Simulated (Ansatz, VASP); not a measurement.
**Ni: VASP beside Ansatz**

The input POSCAR:

```
Ni
1.0
    0.0000000000      1.7392116818      1.7392116818
    1.7392116818      0.0000000000      1.7392116818
    1.7392116818      1.7392116818      0.0000000000
Ni
1
Direct
    0.0000000000      0.0000000000      0.0000000000
```

Contents of INCAR.step1:

```
SYSTEM = Ni
PREC = Accurate ; ENCUT = 520
ISMEAR = 0 ; SIGMA = 0.05
LREAL = .FALSE. ; LASPH = .TRUE.
NELM = 150 ; ISPIN = 2
MAGMOM = 0.89 ; LMAXMIX = 4
NBANDS = 15 ; GGA = PE
ALGO = Normal ; EDIFF = 1E-4
LWAVE = .TRUE. ; LCHARG = .FALSE.
```

Contents of INCAR.step2:

```
SYSTEM = Ni
PREC = Accurate ; ENCUT = 520
EDIFF = 1E-7 ; ISMEAR = 0
SIGMA = 0.05 ; LREAL = .FALSE.
LASPH = .TRUE. ; NELM = 150
ALGO = Normal ; ISIF = 2
LWAVE = .FALSE. ; LCHARG = .FALSE.
ISPIN = 2 ; MAGMOM = 0.89
LORBIT = 11 ; LMAXMIX = 4
METAGGA = R2SCAN ; LMIXTAU = .TRUE.
NBANDS = 15 ; ISTART = 1
```

Contents of KPOINTS:

```
regular mesh
0
G
  22 22 22
  0 0 0
```

Input for Ansatz:

```yaml
crystal:
  lattice:
    - [0.0, 1.7392116818, 1.7392116818]
    - [1.7392116818, 0.0, 1.7392116818]
    - [1.7392116818, 1.7392116818, 0.0]
  atoms:
    - { symbol: Ni, position: [0.0, 0.0, 0.0], spin: 0.89 }
basis:
  ecutwfc: 500
  ecutrho_ratio: 4
kpoints:
  mp_grid: { grid: [22, 22, 22] }
hamiltonian:
  xc: r2scan
scf:
  occupations: { method: gaussian, width: 0.05 }
output:
  forces: true
  stress: true
  eigenvalues: true
  populations: true
magnetization:
  spin_polarized: true
```

Alike in both runs: task single point; functional r2SCAN; k mesh 22 × 22 × 22; occupations gaussian, width 0.05 eV; collinear spin.

|  | VASP | Ansatz |
| --- | --- | --- |
| version | VASP 6.6.1 | Ansatz 0.2.0 |
| potentials or method | VASP PAW PBE potentials, release 64 (Ni), cutoff 520 eV | scalar-relativistic, plane waves, PAW |
| valence electrons in the cell | 10 | 18 |

VASP gave:

- gap on the k mesh at the Fermi level (eV): none
- pressure (GPa): 0.2
- net moment per atom (μB): 0.73
- size of the moment on the site where the two differ most (μB): 0.75

Problem. What did Ansatz give for the same quantities?

Solution. gap on the k mesh at the Fermi level (eV): none; pressure (GPa): 0.0; net moment per atom (μB): 0.75; size of the moment on the site where the two differ most (μB): 0.82.

VASP's potentials were made for PBE, not for r2SCAN. Site moments also hang on the region over which each program counts them. A gap of «none» marks a metal or a gap that the smearing closes. VASP's potentials hold 10 valence electrons a cell and Ansatz's 18, so a difference there can come from the potentials and not from the codes. Ansatz's warnings: stability check not made.
